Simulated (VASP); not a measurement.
Set up this calculation in VASP 6.6.1, as the native input.

```yaml
Task: single point
Functional: r2SCAN
Potentials_or_basis: VASP PAW PBE potentials, release 64 (Sn_d, Se)
Cutoff: 550 eV
k_mesh: 5 × 5 × 5
Occupations: gaussian, width 0.01 eV
Spin: no spin polarisation
Dipole_correction: no
Further_INCAR_settings: ALGO = Normal; EDIFF = 1e-06; NBANDS = 17
```

SnSe:

```xyz
2
Lattice="0.0000 2.9693 2.9693 2.9693 0.0000 2.9693 2.9693 2.9693 0.0000" Properties=species:S:1:pos:R:3 pbc="T T T"
Sn    0.0000    0.0000    0.0000
Se    2.9693    2.9693    2.9693
```

The input as run:

POSCAR

```
SnSe
1.0
    0.0000000000      2.9693193375      2.9693193375
    2.9693193375      0.0000000000      2.9693193375
    2.9693193375      2.9693193375      0.0000000000
Sn Se
1 1
Direct
    0.0000000000      0.0000000000      0.0000000000
    0.5000000000      0.5000000000      0.5000000000
```

INCAR.step1

```
PREC = Accurate
ENCUT = 550
ISMEAR = 0
SIGMA = 0.01
LREAL = False
LASPH = True
NELM = 120
NBANDS = 17
GGA = PE
ALGO = Normal
EDIFF = 1E-5
LWAVE = True
LCHARG = False
GGA_COMPAT = False
```

INCAR.step2

```
PREC = Accurate
ENCUT = 550
EDIFF = 1E-6
ISMEAR = 0
SIGMA = 0.01
LREAL = False
LASPH = True
NELM = 120
ALGO = Normal
ISIF = 2
LWAVE = False
LCHARG = True
METAGGA = R2SCAN
LMIXTAU = True
LELF = True
LVHAR = True
NBANDS = 17
ISTART = 1
GGA_COMPAT = False
```

KPOINTS

```
regular mesh
0
Gamma
  5 5 5
```

Potentials or basis: VASP PAW PBE potentials, release 64 (Sn_d, Se).

Command:

```bash
$ cat potpaw_PBE.64/Sn_d/POTCAR potpaw_PBE.64/Se/POTCAR > POTCAR
$ cp INCAR.step1 INCAR
$ mpirun -np 1 vasp_std > vasp.out
$ cp INCAR.step2 INCAR
$ mpirun -np 1 vasp_std > vasp.out
```

Results of the run:

```
Pressure : 2.1 GPa
```

Caveat: the PAW data sets were made with another functional, which shifts forces and pressure a little.

It took 43 s on 1 thread of AMD EPYC 7R43 64-Core Processor (Zen 3) (shared host), peak memory 0.15 GiB.
